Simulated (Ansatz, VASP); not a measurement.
**Two plane-wave programs on Hg**

```
CELL_PARAMETERS angstrom
3.27392 0.00000 0.00000
-1.02934 3.10790 0.00000
-1.12229 -1.55395 2.65411
ATOMIC_POSITIONS crystal
Hg 0.50000 0.50000 0.00000
```

Alike in both runs: task single point; functional LDA; k mesh 9 × 9 × 9; occupations methfessel-paxton of order 1, width 0.1 eV; no spin polarisation.

|  | VASP | Ansatz |
| --- | --- | --- |
| version | VASP 6.6.1 | Ansatz 0.2.0 |
| potentials or method | VASP PAW LDA potentials, release 64 (Hg), cutoff 520 eV | plane waves, PAW |
| valence electrons in the cell | 12 | 20 |

Ansatz gave:

* pressure (GPa): -4.8
* traceless stress, the component that is largest in VASP (GPa): 0.27

**Question.** Which values does VASP return?

**Answer.** Pressure (GPa): -4.7; traceless stress, the component that is largest in VASP (GPa): 0.32.

LDA's correlation is that of Perdew and Zunger in VASP and of Perdew and Wang (1992) in Ansatz. VASP's potentials hold 12 valence electrons a cell and Ansatz's 20, so a difference there can come from the potentials and not from the codes.

Spin-orbit coupling is off throughout.
